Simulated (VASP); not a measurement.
# As in VASP: notebook, part 2 of 2

VASP 6.6.1. Earlier steps stand in the parts before.

## 4. Single point, PBEsol+D3(BJ)

This run uses another cell than the first one, of 19.76 Å³/atom, 1.056 times its volume.

The input, INCAR:

```
  PREC = Accurate
  ENCUT = 500
  EDIFF = 1E-6
  ISMEAR = -1
  SIGMA = 0.1
  LREAL = False
  LASPH = True
  NELM = 120
  ALGO = Normal
  ISIF = 2
  LWAVE = False
  LCHARG = False
  GGA = PS
  IVDW = 12
  NBANDS = 8
  GGA_COMPAT = False
```

The input, KPOINTS:

```
regular mesh
0
Gamma
  9 9 9
```

The input, POSCAR:

```
As
1.0
    2.7036820000      0.0000000000      0.0000000000
    0.0000000000      2.7036820000      0.0000000000
    0.0000000000      0.0000000000      2.7036820000
As
1
Direct
    0.5000000000      0.5000000000      0.5000000000
```

Potentials or basis: VASP PAW PBE potentials, release 64 (As).

Started as:

```bash
$ cat potpaw_PBE.64/As/POTCAR > POTCAR
$ mpirun -np 1 vasp_std > vasp.out
```

OUTCAR:

```text
PREC = Accurate
   ENCUT = 500
   EDIFF = 1E-6
   ISMEAR = -1
   LREAL = False
   LASPH = True
   NELM = 120
   ISIF = 2
   GGA = PS
   IVDW = 12
 IVDW          = 12

 ion  position               nearest neighbor table
   1  0.500  0.500  0.500-

  LATTYP: Found a simple cubic cell.
 ALAT       =     2.7036820000

  Lattice vectors:

 A1 = (   2.7036820000,   0.0000000000,   0.0000000000)
 A2 = (   0.0000000000,   2.7036820000,   0.0000000000)
 A3 = (   0.0000000000,   0.0000000000,   2.7036820000)

Analysis of symmetry for initial positions (statically):
=====================================================================
 Subroutine PRICEL returns:
 Original cell was already a primitive cell.

 Routine SETGRP: Setting up the symmetry group for a
 simple cubic supercell.

 Subroutine GETGRP returns: Found 48 space group operations
 (whereof 48 operations were pure point group operations)
 out of a pool of 48 trial point group operations.

The static configuration has the point symmetry O_h .

Analysis of symmetry for dynamics (positions and initial velocities):
=====================================================================
 Subroutine PRICEL returns:
 Original cell was already a primitive cell.

 Routine SETGRP: Setting up the symmetry group for a
 simple cubic supercell.

 Subroutine GETGRP returns: Found 48 space group operations
 (whereof 48 operations were pure point group operations)
 out of a pool of 48 trial point group operations.

The dynamic configuration has the point symmetry O_h .

 Subroutine INISYM returns: Found 48 space group operations
 (whereof 48 operations are pure point group operations),
 and found     1 'primitive' translations

----------------------------------------------------------------------------------------

                                     Primitive cell

  volume of cell :      19.7636

  direct lattice vectors                    reciprocal lattice vectors
     2.703682000  0.000000000  0.000000000     0.369865983  0.000000000  0.000000000
     0.000000000  2.703682000  0.000000000     0.000000000  0.369865983  0.000000000
     0.000000000  0.000000000  2.703682000     0.000000000  0.000000000  0.369865983

  length of vectors
     2.703682000  2.703682000  2.703682000     0.369865983  0.369865983  0.369865983

  position of ions in fractional coordinates (direct lattice)
     0.500000000  0.500000000  0.500000000

  ion indices of the primitive-cell ions
   primitive index   ion index
                 1           1

----------------------------------------------------------------------------------------

 KPOINTS: regular mesh

Automatic generation of k-mesh.
 Grid dimensions read from file:
 generate k-points for:    9    9    9

 Generating k-lattice:

  Cartesian coordinates                     Fractional coordinates (reciprocal lattice)
     0.041096220  0.000000000  0.000000000     0.111111111  0.000000000  0.000000000
     0.000000000  0.041096220  0.000000000     0.000000000  0.111111111  0.000000000
     0.000000000  0.000000000  0.041096220     0.000000000  0.000000000  0.111111111

  Length of vectors
     0.041096220  0.041096220  0.041096220

  Shift w.r.t. Gamma in fractional coordinates (k-lattice)
     0.000000000  0.000000000  0.000000000

 Subroutine IBZKPT returns following result:
 ===========================================

 Found     35 irreducible k-points:

 Following reciprocal coordinates:
            Coordinates               Weight
  0.000000  0.000000  0.000000      1.000000
  0.111111  0.000000  0.000000      6.000000
  0.222222  0.000000  0.000000      6.000000
  0.333333  0.000000  0.000000      6.000000
  0.444444  0.000000  0.000000      6.000000
  0.111111  0.111111  0.000000     12.000000
[... 16 lines left out ...]
  0.333333  0.333333  0.111111     24.000000
  0.444444  0.333333  0.111111     48.000000
 [... further k-points ...]
   k-points           NKPTS =     35   k-points in BZ     NKDIM =     35   number of bands    NBANDS=      8
   number of dos      NEDOS =    301   number of ions     NIONS =      1
   total plane-waves  NPLWV =   8000
   dimension x,y,z NGX =    20 NGY =   20 NGZ =   20
   dimension x,y,z NGXF=    40 NGYF=   40 NGZF=   40
   ions per type =               1
   NGX,Y,Z   is equivalent  to a cutoff of  12.30, 12.30, 12.30 a.u.
   NGXF,Y,Z  is equivalent  to a cutoff of  24.60, 24.60, 24.60 a.u.
 SYSTEM =  unknown system
   PREC   = accura    normal or accurate (medium, high low for compatibility)
   ISTART =      0    job   : 0-new  1-cont  2-samecut
   ICHARG =      2    charge: 1-file 2-atom 10-const
   ISPIN  =      1    spin polarized calculation?
   LNONCOLLINEAR =      F non collinear calculations
   LSORBIT =      F    spin-orbit coupling
   LASPH  =      T    aspherical Exc in radial PAW
   ENCUT  =  500.0 eV  36.75 Ry    6.06 a.u.   4.93  4.93  4.93*2*pi/ulx,y,z
   NELM   =    120;   NELMIN=  2; NELMDL= -5     # of ELM steps
   EDIFF  = 0.1E-05   stopping-criterion for ELM
   LREAL  =      F    real-space projection
   EDIFFG = 0.1E-04   stopping-criterion for IOM
   NSW    =      0    number of steps for IOM
   IBRION =     -1    ionic relax: 0-MD 1-quasi-New 2-CG
   NFREE  =      0    steps in history (QN), initial steepest desc. (CG)
   ISIF   =      2    stress and relaxation
   ISYM   =      2    0-nonsym 1-usesym 2-fastsym
   POTIM  = 0.5000    time-step for ionic-motion
   TEBEG  =    0.0;   TEEND  =   0.0 temperature during run
   PSTRESS=    0.0 pullay stress
   NELECT =       5.0000    total number of electrons
   NUPDOWN=      -1.0000    fix difference up-down
   EMIN   =  10.00;   EMAX   =-10.00  energy-range for DOS
   EFERMI =   0.00;   METHOD = LEGACY
   ISMEAR =    -1;   SIGMA  =   0.10  broadening in eV -4-tet -1-fermi 0-gaus
   EFERMI_NEDOS =   21; number of points for ismear=-14 and -15
   IALGO  =     38    algorithm
   IMIX   =      4    mixing-type and parameters
     AMIX     =   0.40;   BMIX     =  1.00
     AMIX_MAG =   1.60;   BMIX_MAG =  1.00
  volume/ion in A,a.u.               =      19.76       133.37
  Fermi-wavevector in a.u.,A,eV,Ry     =   1.035403  1.956627 14.586240  1.072058
  Thomas-Fermi vector in A             =   2.169744
   LORBIT       =      0    0 simple, 1 ext, 2 COOP (PROOUT), +10 PAW based schemes
   GGA     = PS    functional components
   LHFCALC =     F    Hartree Fock is set to
   AEXX    =    0.0000 exact exchange contribution
   IVDW    =    12    specifies the selected vdW correction
   LEPSILON=     F    determine dielectric tensor
   LRPA    =     F    only Hartree local field effects (RPA)
 non-spin polarized calculation
  energy-cutoff  :      500.00
  volume of cell :       19.76
 maximum number of plane-waves:       513
 NGX is ok and might be reduce to    20

 number of electron       5.0000001 magnetization

 Free energy of the ion-electron system (eV)
  ---------------------------------------------------
  ext. energy  EPLUGINS =         0.00000000
  ---------------------------------------------------
  free energy    TOTEN  =        -5.04284640 eV

  energy without entropy =       -5.02712145  energy(sigma->0) =       -5.03498392

 E-fermi :   5.9648     XC(G=0): -10.5629

 val. band max:        5.9340689208   @ k =   0.3333   0.2222   0.0000
 cond. band min:       6.0814572548   @ k =   0.4444   0.3333   0.3333
 fundamental gap:      0.1473883340
 Fermi energy:         5.9648198609

 k-point     1 :       0.0000    0.0000    0.0000
  band No.  band energies     occupation
      1      -9.1929      2.00000
      2       9.9461      0.00000
      3       9.9461      0.00000
      4       9.9461      0.00000
      5      14.3043      0.00000
      6      14.3043      0.00000
      7      16.1990      0.00000
      8      30.7448      0.00000
[... 243 lines left out ...]
 k-point    24 :       0.4444    0.3333    0.1111
  band No.  band energies     occupation
      1      -4.0608      2.00000
      2       1.1107      2.00000
      3       4.0229      2.00000
      4      10.7224      0.00000
      5      11.7326      0.00000
      6      18.7918      0.00000
      7      21.1319      0.00000
      8      23.2074      0.00000

 [... further k-points ...]

------------------------ aborting loop because EDIFF is reached ----------------------------------------

 Edisp (eV)   -0.39991

 E8    (eV) :    -0.2567

  FORCE on cell =-STRESS in cart. coord.  units (eV):
  Direction    XX          YY          ZZ          XY          YZ          ZX
  --------------------------------------------------------------------------------------
  -------------------------------------------------------------------------------------
  Total      -0.58456    -0.58456    -0.58456    -0.00000    -0.00000     0.00000
  in kB     -47.38879   -47.38879   -47.38879    -0.00000    -0.00000     0.00000
  external pressure =      -47.39 kB  Pullay stress =        0.00 kB

 VOLUME and BASIS-vectors are now :
 -----------------------------------------------------------------------------
  energy-cutoff  :      500.00
  volume of cell :       19.76
      direct lattice vectors                 reciprocal lattice vectors
     2.703682000  0.000000000  0.000000000     0.369865983  0.000000000  0.000000000
     0.000000000  2.703682000  0.000000000     0.000000000  0.369865983  0.000000000
     0.000000000  0.000000000  2.703682000     0.000000000  0.000000000  0.369865983

 POSITION                                       TOTAL-FORCE (eV/Angst)
 -----------------------------------------------------------------------------------
      1.35184      1.35184      1.35184         0.000000      0.000000      0.000000
 -----------------------------------------------------------------------------------
    total drift:                                0.000000      0.000000      0.000000

  FREE ENERGIE OF THE ION-ELECTRON SYSTEM (eV)
  ---------------------------------------------------
  free  energy   TOTEN  =        -5.4427566748 eV

  energy  without entropy=       -5.4270317164  energy(sigma->0) =       -5.43489420
```

It took 2.9 s on 1 thread of Intel Xeon 6975P-C, shared host; peak memory 0.13 GiB.

What came out:

| Property | Result |
| --- | --- |
| Free energy | -5.4428 eV |
| Pressure | -4.7 GPa |
| Dispersion energy per atom | -0.400 eV |

Levels at points of the mesh, in eV from the Fermi level:
| k point | band 1 | band 2 | band 3 | band 4 | band 5 | band 6 |
| --- | --- | --- | --- | --- | --- | --- |
| (0.00, 0.00, 0.00) | -15.16 | 3.98 | 3.98 | 3.98 | 8.34 | 8.34 |

Caveat: three body term missing; the PAW data sets were made with another functional, which shifts forces and pressure a little; pairwise dispersion overbinds metals, which lowers pressure and volume.

## 5. Single point, PBEsol+D3(BJ)

This run uses another cell than the first one: it holds 2 atoms, not 1.

The input, INCAR:

```
ALGO     = Normal         # electronic algorithm
EDIFF    = 1E-6           # SCF threshold, eV
ENCUT    = 500            # plane-wave cutoff, eV
GGA      = PS             # functional
GGA_COMPAT= False        
ISIF     = 2              # what is computed and relaxed
ISMEAR   = -1             # smearing method
IVDW     = 12             # dispersion correction
LASPH    = True           # aspherical terms in the spheres
LCHARG   = True           # write CHGCAR
LELF     = True           # ELF
LREAL    = False          # projectors in reciprocal space
LVHAR    = True         
LWAVE    = False          # write WAVECAR
NBANDS   = 12             # bands
NELM     = 120            # most SCF steps
PREC     = Accurate       # precision mode
SIGMA    = 0.1            # smearing width, eV
```

The input, KPOINTS:

```
k-points
0
Gamma
  8 8 8
```

The input, POSCAR:

```
As
1.0
    1.7952129437      1.0364668138      2.8994275695
   -1.7952129437      1.0364668138      2.8994275695
    0.0000000000     -2.0729332151      2.8994277170
As
2
Direct
    0.7525686834      0.7525686834      0.7525686834
    0.2474313166      0.2474313166      0.2474313166
```

Potentials or basis: VASP PAW PBE potentials, release 64 (As).

Started as:

```bash
$ cat potpaw_PBE.64/As/POTCAR > POTCAR
$ mpirun -np 1 vasp_std > vasp.out
```

OUTCAR:

```text
EDIFF = 1E-6
   ENCUT = 500
   GGA = PS
   ISIF = 2
   ISMEAR = -1
   IVDW = 12
   LASPH = True
   LREAL = False
   NELM = 120
   PREC = Accurate
 IVDW          = 12

 ion  position               nearest neighbor table
   1  0.753  0.753  0.753-   2 2.50   2 2.50   2 2.50   2 2.56   2 2.56   2 2.56
   2  0.247  0.247  0.247-   1 2.50   1 2.50   1 2.50   1 2.56   1 2.56   1 2.56

  LATTYP: Found a trigonal (rhomboedric) cell.
 ALAT       =     3.5642296784
 COS(alpha) =     0.4926232372

  Lattice vectors:

 A1 = (   1.7952129437,   1.0364668138,   2.8994275695)
 A2 = (  -1.7952129437,   1.0364668138,   2.8994275695)
 A3 = (   0.0000000000,  -2.0729332151,   2.8994277170)

Analysis of symmetry for initial positions (statically):
=====================================================================
 Subroutine PRICEL returns:
 Original cell was already a primitive cell.

 Routine SETGRP: Setting up the symmetry group for a
 trigonal (rhombohedral) supercell.

 Subroutine GETGRP returns: Found 12 space group operations
 (whereof 12 operations were pure point group operations)
 out of a pool of 12 trial point group operations.

[... 177 lines left out ...]
      5       6.2309      2.00000
      6      13.1018      0.00000
      7      13.2401      0.00000
      8      13.2401      0.00000
      9      13.8040      0.00000
     10      13.8040      0.00000
     11      14.0884      0.00000
     12      17.0237      0.00000
[... 331 lines left out ...]
 k-point    24 :       0.3750    0.1250    0.1250
  band No.  band energies     occupation
      1      -7.0687      2.00000
      2      -0.7238      2.00000
      3       4.0294      2.00000
      4       7.4722      1.99988
      5       7.9360      1.98723
      6       8.6788      0.16927
      7       9.6890      0.00001
      8      13.5919      0.00000
      9      14.6733      0.00000
     10      15.6330      0.00000
     11      19.5975      0.00000
     12      20.6127      0.00000

 [... further k-points ...]

------------------------ aborting loop because EDIFF is reached ----------------------------------------

 Edisp (eV)   -0.98192

 E8    (eV) :    -0.6309

  FORCE on cell =-STRESS in cart. coord.  units (eV):
  Direction    XX          YY          ZZ          XY          YZ          ZX
  --------------------------------------------------------------------------------------
  -------------------------------------------------------------------------------------
  Total       4.09595     4.09595     4.07799     0.00000    -0.00000     0.00000
  in kB     202.73556   202.73556   201.84706     0.00000    -0.00000     0.00000
  external pressure =      202.44 kB  Pullay stress =        0.00 kB

 VOLUME and BASIS-vectors are now :
 -----------------------------------------------------------------------------
  energy-cutoff  :      500.00
  volume of cell :       32.37
      direct lattice vectors                 reciprocal lattice vectors
     1.795212944  1.036466814  2.899427569     0.278518491  0.160802731  0.114965212
    -1.795212944  1.036466814  2.899427569    -0.278518491  0.160802731  0.114965212
     0.000000000 -2.072933215  2.899427717     0.000000000 -0.321605446  0.114965235

 POSITION                                       TOTAL-FORCE (eV/Angst)
 -----------------------------------------------------------------------------------
      0.00000      0.00000      6.54606         0.000000     -0.000000     -0.018552
      0.00000      0.00000      2.15223         0.000000      0.000000      0.018552
 -----------------------------------------------------------------------------------
    total drift:                                0.000000      0.000000     -0.000000

  FREE ENERGIE OF THE ION-ELECTRON SYSTEM (eV)
  ---------------------------------------------------
  free  energy   TOTEN  =       -10.6054811458 eV

  energy  without entropy=      -10.5809912730  energy(sigma->0) =      -10.59323621
```

OSZICAR:

```text
N       E                     dE             d eps       ncg     rms          rms(c)
DAV:   1     0.256407062620E+02    0.25641E+02   -0.44914E+03  1560   0.700E+02
DAV:   2    -0.835728674209E+01   -0.33998E+02   -0.32245E+02  2036   0.114E+02
DAV:   3    -0.965353499101E+01   -0.12962E+01   -0.12860E+01  1976   0.218E+01
DAV:   4    -0.965759832238E+01   -0.40633E-02   -0.40611E-02  1776   0.137E+00
DAV:   5    -0.965760356800E+01   -0.52456E-05   -0.52448E-05  1932   0.529E-02    0.443E+00
DAV:   6    -0.963539330692E+01    0.22210E-01   -0.30379E-03  1744   0.339E-01    0.266E+00
DAV:   7    -0.962355701006E+01    0.11836E-01   -0.59255E-03  1732   0.506E-01    0.733E-02
DAV:   8    -0.962355619246E+01    0.81761E-06   -0.10465E-04  1796   0.614E-02    0.189E-02
DAV:   9    -0.962355940344E+01   -0.32110E-05   -0.69646E-06  1844   0.164E-02    0.663E-03
DAV:  10    -0.962355897953E+01    0.42391E-06   -0.99371E-07  1220   0.537E-03
   1 F= -.10605481E+02 E0= -.10593236E+02  d E =-.244899E-01
```

Run time: 12 s. Hardware: 1 thread of Intel Xeon 6975P-C, shared host; peak memory 0.18 GiB.

Results:

- Free energy: -10.6055 eV
- Pressure: 20.2 GPa
- Largest force: 0.019 eV/Å
- Band gap on the k mesh: zero (band 5 reaches 8.85 eV, above the bottom of band 6 at 7.32 eV)
- Dispersion energy per atom: -0.491 eV

Forces on the atoms (eV/Å):
```
As   0.000  0.000 -0.019
As   0.000  0.000  0.019
```

Levels at points of the mesh, in eV from the Fermi level:
| k point | band 2 | band 3 | band 4 | band 5 | band 6 | band 7 | band 8 | band 9 |
| --- | --- | --- | --- | --- | --- | --- | --- | --- |
| (0.00, 0.00, 0.00) | -3.37 | -2.42 | -2.42 | -2.21 | 4.66 | 4.80 | 4.80 | 5.36 |
| (0.50, 0.00, 0.00) | -13.00 | -1.43 | -1.26 | -0.97 | -0.95 | 0.73 | 0.85 | 11.83 |
| (0.50, 0.50, 0.00) | -8.94 | -8.48 | -5.55 | -5.41 | 1.30 | 7.94 | 7.98 | 11.01 |
| (0.50, 0.50, 0.50) | -12.79 | -1.39 | -1.39 | -1.12 | -1.12 | 0.47 | 0.79 | 11.80 |

Caveat: three body term missing; the PAW data sets were made with another functional, which shifts forces and pressure a little; pairwise dispersion overbinds metals, which lowers pressure and volume.

## 6. Overview

| cell | k mesh | gap on the mesh (eV) | pressure (GPa) |
| --- | --- | --- | --- |
| a = 2.655 Å, 1 atom | 9 × 9 × 9 | none | -0.1 |
| a = 2.704 Å, 1 atom | 9 × 9 × 9 | none | -4.7 |
| a = 3.564 Å, angles 60.5°, 2 atoms | 8 × 8 × 8 | none | 20.2 |

Alike in all rows: task single point; level PBEsol+D3(BJ); potentials or basis VASP PAW PBE potentials, release 64 (As); no spin polarisation; cutoff (eV) 500; smearing fermi-dirac 0.1 eV.

Caveats: three body term missing; the PAW data sets were made with another functional, which shifts forces and pressure a little; pairwise dispersion overbinds metals, which lowers pressure and volume.

Total energies depend on the potentials used, so only differences within one code and one set of settings carry meaning.
